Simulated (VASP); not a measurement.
# Zn in VASP: further runs

Aim: see how the results for Zn move with the level of theory and the settings. Levels: PBEsol, PBE. Tasks: single point, relaxation of cell and atoms.

Program: VASP 6.6.1. These are calculated values, not measurements. Logs are shortened: lines on timing, memory, paths and dates and some standing lists are left out, and cuts for length are marked.

### Step 1. The cell of the first run

The structure is cubic, space group Fm-3m (No. 225). Conventional cell: a = 3.834 Å, b = 3.834 Å, c = 3.834 Å, α = 90.00°, β = 90.00°, γ = 90.00°. Zn (site symmetry m-3m) has 12 Zn at 2.71 Å within 3.6 Å.

### Step 2. Single point, PBEsol (volume scaled by 1.04)

File INCAR:

```
SYSTEM = Zn
PREC     = Accurate       ! precision mode
ENCUT    = 520            ! plane-wave cutoff, eV
EDIFF    = 1E-7           ! SCF threshold, eV
ISMEAR   = -1             ! smearing method
SIGMA    = 0.01           ! smearing width, eV
LREAL    = .FALSE.        ! projectors in reciprocal space
LASPH    = .TRUE.         ! aspherical terms in the spheres
NELM     = 80             ! most SCF steps
ALGO     = Fast           ! electronic algorithm
ISIF     = 2              ! what is computed and relaxed
LWAVE    = .FALSE.        ! write WAVECAR
LCHARG   = .TRUE.         ! write CHGCAR
GGA      = PS             ! functional
LELF     = .TRUE.         ! ELF
LVHAR    = .TRUE.       
NBANDS   = 12             ! bands
```

File KPOINTS:

```
regular mesh
0
G
  12 12 12
  0 0 0
```

File POSCAR:

```
Zn
1.0
    0.0000000000      1.9168411477      1.9168411477
    1.9168411477      0.0000000000      1.9168411477
    1.9168411477      1.9168411477      0.0000000000
Zn
1
Direct
    0.0000000000      0.0000000000      0.0000000000
```

Potentials or basis: VASP PAW PBE potentials, release 64 (Zn).

Run with:

```
cat potpaw_PBE.64/Zn/POTCAR > POTCAR
mpirun -np 1 vasp_std > vasp.out
```

OUTCAR:

```text
SYSTEM = Zn
   PREC = Accurate
   ENCUT = 520
   EDIFF = 1E-7
   ISMEAR = -1
   LREAL = .FALSE.
   LASPH = .TRUE.
   NELM = 80
   ISIF = 2
   GGA = PS

 ion  position               nearest neighbor table
   1  0.000  0.000  0.000-

  LATTYP: Found a face centered cubic cell.
 ALAT       =     3.8336822954

  Lattice vectors:

 A1 = (   0.0000000000,   1.9168411477,   1.9168411477)
 A2 = (   1.9168411477,   0.0000000000,   1.9168411477)
 A3 = (   1.9168411477,   1.9168411477,   0.0000000000)

Analysis of symmetry for initial positions (statically):
=====================================================================
 Subroutine PRICEL returns:
 Original cell was already a primitive cell.

 Routine SETGRP: Setting up the symmetry group for a
 face centered cubic supercell.

 Subroutine GETGRP returns: Found 48 space group operations
 (whereof 48 operations were pure point group operations)
 out of a pool of 48 trial point group operations.

The static configuration has the point symmetry O_h .

Analysis of symmetry for dynamics (positions and initial velocities):
=====================================================================
 Subroutine PRICEL returns:
 Original cell was already a primitive cell.

 Routine SETGRP: Setting up the symmetry group for a
 face centered cubic supercell.

 Subroutine GETGRP returns: Found 48 space group operations
 (whereof 48 operations were pure point group operations)
 out of a pool of 48 trial point group operations.

The dynamic configuration has the point symmetry O_h .

 Subroutine INISYM returns: Found 48 space group operations
 (whereof 48 operations are pure point group operations),
 and found     1 'primitive' translations

----------------------------------------------------------------------------------------

                                     Primitive cell

  volume of cell :      14.0860

  direct lattice vectors                    reciprocal lattice vectors
     0.000000000  1.916841148  1.916841148    -0.260845819  0.260845819  0.260845819
     1.916841148  0.000000000  1.916841148     0.260845819 -0.260845819  0.260845819
     1.916841148  1.916841148  0.000000000     0.260845819  0.260845819 -0.260845819

  length of vectors
     2.710822748  2.710822748  2.710822748     0.451798212  0.451798212  0.451798212

  position of ions in fractional coordinates (direct lattice)
     0.000000000  0.000000000  0.000000000

  ion indices of the primitive-cell ions
   primitive index   ion index
[... 75 lines left out ...]
   EDIFFG = 0.1E-05   stopping-criterion for IOM
   NSW    =      0    number of steps for IOM
   IBRION =     -1    ionic relax: 0-MD 1-quasi-New 2-CG
   NFREE  =      0    steps in history (QN), initial steepest desc. (CG)
   ISIF   =      2    stress and relaxation
   ISYM   =      2    0-nonsym 1-usesym 2-fastsym
   POTIM  = 0.5000    time-step for ionic-motion
   TEBEG  =    0.0;   TEEND  =   0.0 temperature during run
   PSTRESS=    0.0 pullay stress
   NELECT =      12.0000    total number of electrons
   NUPDOWN=      -1.0000    fix difference up-down
   EMIN   =  10.00;   EMAX   =-10.00  energy-range for DOS
   EFERMI =   0.00;   METHOD = LEGACY
   ISMEAR =    -1;   SIGMA  =   0.01  broadening in eV -4-tet -1-fermi 0-gaus
   EFERMI_NEDOS =   21; number of points for ismear=-14 and -15
   IALGO  =     68    algorithm
   IMIX   =      4    mixing-type and parameters
     AMIX     =   0.40;   BMIX     =  1.00
     AMIX_MAG =   1.60;   BMIX_MAG =  1.00
  volume/ion in A,a.u.               =      14.09        95.06
  Fermi-wavevector in a.u.,A,eV,Ry     =   1.551931  2.932725 32.769501  2.408490
  Thomas-Fermi vector in A             =   2.656380
   LORBIT       =      0    0 simple, 1 ext, 2 COOP (PROOUT), +10 PAW based schemes
   GGA     = PS    functional components
   LHFCALC =     F    Hartree Fock is set to
   AEXX    =    0.0000 exact exchange contribution
   IVDW    =     0    specifies the selected vdW correction
   LEPSILON=     F    determine dielectric tensor
   LRPA    =     F    only Hartree local field effects (RPA)
 non-spin polarized calculation
 RMM-DIIS sequential band-by-band and
  energy-cutoff  :      520.00
  volume of cell :       14.09
 maximum number of plane-waves:       392
   NGX =  9   NGY =  9   NGZ =  9

 number of electron      12.0000013 magnetization

 Free energy of the ion-electron system (eV)
  ---------------------------------------------------
  ext. energy  EPLUGINS =         0.00000000
  ---------------------------------------------------
  free energy    TOTEN  =        -1.55163375 eV

  energy without entropy =       -1.55143383  energy(sigma->0) =       -1.55153379

 E-fermi :   3.3603     XC(G=0): -12.1214

 val. band max:        3.3566102633   @ k =  -0.3333   0.3333   0.1667
 cond. band min:       3.5092771582   @ k =  -0.4167   0.0833   0.0000
 fundamental gap:      0.1526668949
 Fermi energy:         3.3602735482

 k-point     1 :       0.0000    0.0000    0.0000
  band No.  band energies     occupation
      1      -7.5258      2.00000
      2      -4.3463      2.00000
      3      -4.3463      2.00000
      4      -4.3463      2.00000
      5      -3.9055      2.00000
      6      -3.9055      2.00000
      7      22.7486      0.00000
      8      22.7486      0.00000
      9      22.7486      0.00000
     10      22.9356      0.00000
     11      25.4325      0.00000
     12      25.4325      0.00000
[... 331 lines left out ...]
 k-point    24 :      -0.4167    0.1667    0.0000
  band No.  band energies     occupation
      1      -4.9580      2.00000
      2      -4.4551      2.00000
      3      -4.1881      2.00000
      4      -3.9705      2.00000
      5      -3.6324      2.00000
      6       0.9874      2.00000
      7       3.1415      2.00000
      8      13.3280      0.00000
      9      17.2078      0.00000
     10      19.5230      0.00000
     11      26.9067      0.00000
     12      28.0559      0.00000

 [... further k-points ...]
[... 5 lines left out ...]
  --------------------------------------------------------------------------------------
  -------------------------------------------------------------------------------------
  Total        0.0563363      0.0563363      0.0563363      0.0000000      0.0000000      0.0000000
  in kB        6.4078212      6.4078212      6.4078212      0.0000000      0.0000000      0.0000000
  external PRESSURE =       6.4078212 kB  Pullay stress =       0.0000000 kB

 VOLUME and BASIS-vectors are now :
 -----------------------------------------------------------------------------
  energy-cutoff  :      520.00
  volume of cell :       14.09
      direct lattice vectors                 reciprocal lattice vectors
     0.000000000  1.916841148  1.916841148    -0.260845819  0.260845819  0.260845819
     1.916841148  0.000000000  1.916841148     0.260845819 -0.260845819  0.260845819
     1.916841148  1.916841148  0.000000000     0.260845819  0.260845819 -0.260845819

 POSITION                                       TOTAL-FORCE (eV/Angst)
 -----------------------------------------------------------------------------------
      0.00000      0.00000      0.00000        -0.000000     -0.000000      0.000000
 -----------------------------------------------------------------------------------
    total drift:                                0.000000      0.000000      0.000000

  FREE ENERGIE OF THE ION-ELECTRON SYSTEM (eV)
  ---------------------------------------------------
  free  energy   TOTEN  =        -1.5516337531 eV

  energy  without entropy=       -1.5514338258  energy(sigma->0) =       -1.55153379
```

stdout:

```text
POSCAR found type information on POSCAR Zn
 POSCAR found :  1 types and       1 ions
 scaLAPACK will be used
 -----------------------------------------------------------------------------
|                                                                             |
|                                                                             |
|     You enforced a specific xc type in the INCAR file but a different       |
|     I HOPE YOU KNOW WHAT YOU ARE DOING!                                     |
|                                                                             |
 -----------------------------------------------------------------------------

 LDA part: xc-table for (Slater+PW92), standard interpolation
 POSCAR, INCAR and KPOINTS ok, starting setup
 FFT: planning ... GRIDC
 FFT: planning ... GRID_SOFT
 FFT: planning ... GRID
 WAVECAR not read
 entering main loop
```

Run time: 5.1 s. Hardware: 1 thread of Intel Xeon 6975P-C (Granite Rapids), shared host; peak memory 0.12 GiB.

What came out:

```yaml
Free_energy: -1.5516 eV
Pressure: 0.6 GPa
Band_gap_on_the_k_mesh: zero (band 6 reaches 5.74 eV, above the bottom of band 7 at 2.20 eV)
```

Levels at points of the mesh, in eV from the Fermi level:
```csv
k point,band 3,band 4,band 5,band 6,band 7,band 8,band 9,band 10
"(0.00, 0.00, 0.00)",-7.71,-7.71,-7.27,-7.27,19.39,19.39,19.39,19.58
"(0.50, 0.00, 0.00)",-7.71,-6.94,-6.94,-3.15,-1.16,16.20,16.20,18.05
"(0.50, 0.50, 0.00)",-6.96,-6.86,-6.86,-1.11,2.10,8.88,8.88,12.67
```

Caveat: the cell differs from its parent crystal (volume scaled by 1.04); the PAW data sets were made with another functional, which shifts forces and pressure a little.

### Step 3. Relaxation of cell and atoms, PBEsol (volume scaled by 1.04)

File INCAR:

```
PREC = Accurate ; ENCUT = 600
EDIFF = 1E-6 ; ISMEAR = -1
SIGMA = 0.01 ; LREAL = F
LASPH = T ; NELM = 100
ALGO = Normal ; ISIF = 3
LWAVE = F ; LCHARG = F
GGA = PS ; IBRION = 2
NSW = 60 ; EDIFFG = -0.01
```

File KPOINTS:

```
Automatic mesh
0
Gamma
  12 12 12
```

File POSCAR:

```
Zn
1.0
    0.0000000000      1.9906312808      1.9906312808
    1.9906312808      0.0000000000      1.9906312808
    1.9906312808      1.9906312808      0.0000000000
Zn
1
Direct
    0.0000000000      0.0000000000      0.0000000000
```

Potentials or basis: VASP PAW PBE potentials, release 64 (Zn).

Run with:

```
cat potpaw_PBE.64/Zn/POTCAR > POTCAR
mpirun -np 1 vasp_std > vasp.out
```

Run time: 11 s. Hardware: 1 thread of Intel Xeon 6975P-C (Granite Rapids), shared host; peak memory 0.15 GiB.

It converged, with:

```
Free energy                            : -1.5523 eV
Relaxed volume                         : 14.17 Å³/atom
Relaxed cell                           : a = 2.716 Å, b = 2.716 Å, c = 2.716 Å, α = 60.00°, β = 60.00°, γ = 60.00°
Space group after relaxing (to 0.05 Å) : Fm-3m (No. 225)
Energy gained by relaxing              : 39.6 meV/atom
Ionic steps                            : 4
Pressure after relaxing                : 0.0 GPa
Band gap on the k mesh                 : zero (band 6 reaches 5.69 eV, above the bottom of band 7 at 2.14 eV)
```

The path:
```tsv
step	energy change (eV)	largest force (eV/Å)	pressure (GPa)	volume (Å³)
1	0.0000	0.0000	-7.03	15.78
2	-0.0395	0.0000	-0.64	14.25
3	-0.0396	0.0000	0.24	14.14
4	-0.0396	0.0000	0.01	14.17
```

Final structure:
```
CELL_PARAMETERS angstrom
0.00000 1.92070 1.92070
1.92070 0.00000 1.92070
1.92070 1.92070 0.00000
ATOMIC_POSITIONS crystal
Zn 0.00000 0.00000 0.00000
```

Levels at points of the mesh, in eV from the Fermi level:
```csv
k point,band 2,band 3,band 4,band 5,band 6,band 7,band 8,band 9,band 10
"(0.00, 0.00, 0.00)",-7.70,-7.70,-7.70,-7.26,-7.26,19.29,19.29,19.29,19.52
"(0.50, 0.00, 0.00)",-7.70,-7.70,-6.94,-6.94,-3.12,-1.18,16.12,16.12,18.00
"(0.50, 0.50, 0.00)",-8.40,-6.95,-6.86,-6.86,-1.10,2.07,8.84,8.84,12.62
```

Caveat: the cell differs from its parent crystal (volume scaled by 1.04); the PAW data sets were made with another functional, which shifts forces and pressure a little.

### Step 4. Single point, PBE

This run uses another cell than the first one, of 15.17 Å³/atom, 1.077 times its volume.

File INCAR:

```
SYSTEM = Zn
PREC = Accurate
ENCUT = 520
EDIFF = 1E-7
ISMEAR = -1
SIGMA = 0.05
LREAL = .False.
LASPH = .True.
NELM = 80
ALGO = Normal
ISIF = 2
LWAVE = .False.
LCHARG = .False.
GGA = PE
NBANDS = 12
```

File KPOINTS:

```
Automatic mesh
0
Gamma
  9 9 9
  0 0 0
```

File POSCAR:

```
Zn
1.0
    0.0186450000      1.9988090000      1.9918430000
    1.9390910000      0.0481140000      1.9623730000
    1.9739250000      2.0041730000      0.0132810000
Zn
1
Direct
   -0.0086750000      0.0123780000      0.0073880000
```

Potentials or basis: VASP PAW PBE potentials, release 64 (Zn).

Run with:

```
cat potpaw_PBE.64/Zn/POTCAR > POTCAR
mpirun -np 1 vasp_std > vasp.out
```

OUTCAR:

```text
SYSTEM = Zn
   PREC = Accurate
   ENCUT = 520
   EDIFF = 1E-7
   ISMEAR = -1
   LREAL = .False.
   LASPH = .True.
   NELM = 80
   ISIF = 2
   GGA = PE

 ion  position               nearest neighbor table
   1  0.991  0.012  0.007-

  Warning from LATTYP: Got some problem with cell dimensions!
  Tried to take original basis but could not verify dimensions!
  LATTYP: Found a triclinic cell.
 ALAT       =     2.7375522466
 B/A-ratio  =     1.0308051619
 C/A-ratio  =     1.0087781355
 COS(alpha) =     0.0036126074
 COS(beta)  =     0.4882736798
[... 550 lines left out ...]

------------------------ aborting loop because EDIFF is reached ----------------------------------------

  FORCE on cell =-STRESS in cart. coord.  units (eV):
  Direction    XX          YY          ZZ          XY          YZ          ZX
  --------------------------------------------------------------------------------------
  -------------------------------------------------------------------------------------
  Total        0.1032675     -0.0218338      0.0409981      0.0403139      0.0059728     -0.0461305
  in kB       10.9070013     -2.3060575      4.3301746      4.2579089      0.6308380     -4.8722513
  external PRESSURE =       4.3103728 kB  Pullay stress =       0.0000000 kB

 VOLUME and BASIS-vectors are now :
 -----------------------------------------------------------------------------
  energy-cutoff  :      520.00
  volume of cell :       15.17
      direct lattice vectors                 reciprocal lattice vectors
     0.018645000  1.998809000  1.991843000    -0.259225154  0.253656589  0.249930431
     1.939091000  0.048114000  1.962373000     0.261410854 -0.259172752  0.257632165
     1.973925000  2.004173000  0.013281000     0.252255693  0.252203161 -0.255446466

 POSITION                                       TOTAL-FORCE (eV/Angst)
 -----------------------------------------------------------------------------------
      0.05707      1.99687      1.99895         0.000000      0.000000      0.000000
 -----------------------------------------------------------------------------------
    total drift:                                0.000048     -0.000017     -0.000005

  FREE ENERGIE OF THE ION-ELECTRON SYSTEM (eV)
  ---------------------------------------------------
  free  energy   TOTEN  =        -1.0759237440 eV

  energy  without entropy=       -1.0739292746  energy(sigma->0) =       -1.07492651
```

OSZICAR:

```text
N       E                     dE             d eps       ncg     rms          rms(c)
DAV:   1     0.419767887846E+02    0.41977E+02   -0.65560E+03  9016   0.158E+03
DAV:   2     0.762568251369E-01   -0.41901E+02   -0.39554E+02  9072   0.213E+02
DAV:   3    -0.117241122313E+01   -0.12487E+01   -0.12462E+01 10156   0.366E+01
DAV:   4    -0.117531806092E+01   -0.29068E-02   -0.29067E-02  9728   0.171E+00
DAV:   5    -0.117532020806E+01   -0.21471E-05   -0.21474E-05 10196   0.455E-02    0.280E+00
DAV:   6    -0.108273177116E+01    0.92588E-01   -0.49683E-01 10588   0.142E+01    0.213E+00
DAV:   7    -0.107801649708E+01    0.47153E-02   -0.92186E-03  9468   0.187E+00    0.108E+00
DAV:   8    -0.107591583185E+01    0.21007E-02   -0.11092E-03 10536   0.481E-01    0.360E-02
DAV:   9    -0.107592389280E+01   -0.80610E-05   -0.89768E-05 12000   0.127E-01    0.219E-02
DAV:  10    -0.107592397821E+01   -0.85403E-07   -0.53719E-06  9412   0.364E-02    0.154E-03
DAV:  11    -0.107592383434E+01    0.14387E-06   -0.10843E-07  7412   0.615E-03    0.556E-04
DAV:  12    -0.107592374401E+01    0.90326E-07   -0.16397E-08  5180   0.146E-03
   1 F= -.10759237E+01 E0= -.10749265E+01  d E =-.199447E-02
```

Wall time 19 s (1 thread of Intel Xeon 6975P-C (Granite Rapids), shared host); peak memory 0.18 GiB.

What came out:

```yaml
Free_energy: -1.0759 eV
Pressure: 0.4 GPa
Band_gap_on_the_k_mesh: zero (band 6 reaches 3.96 eV, above the bottom of band 7 at 1.82 eV)
```

Stress tensor (GPa, compression positive):
```
 1.09  0.43 -0.49
 0.43 -0.23  0.06
-0.49  0.06  0.43
```

Levels at points of the mesh, in eV from the Fermi level:
```tsv
k point	band 4	band 5	band 6	band 7	band 8	band 9
(0.00, 0.00, 0.00)	-7.53	-7.22	-7.18	17.60	18.11	18.53
```

### Step 5. The runs side by side

| task | level | cell | k mesh | cutoff (eV) | smearing | gap on the mesh (eV) | pressure (GPa) |
| --- | --- | --- | --- | --- | --- | --- | --- |
| single point | PBEsol | a = 2.711 Å, angles 60.0°, 1 atom | 12 × 12 × 12 | 520 | fermi-dirac 0.01 eV | none | 0.6 |
| relaxation of cell and atoms | PBEsol | relaxed from a = 2.815 Å, angles 60.0°, 1 atom | 12 × 12 × 12 | 600 | fermi-dirac 0.01 eV | none | 0.0 |
| single point | PBE | a = 2.822, b = 2.759, c = 2.813 Å, angles 59.4, 59.2, 58.7°, 1 atom | 9 × 9 × 9 | 520 | fermi-dirac 0.05 eV | none | 0.4 |

Alike in all rows: potentials or basis VASP PAW PBE potentials, release 64 (Zn); no spin polarisation.

Caveats: the PAW data sets were made with another functional, which shifts forces and pressure a little (some runs).

Absolute energies hang on the potentials; compare differences alone.
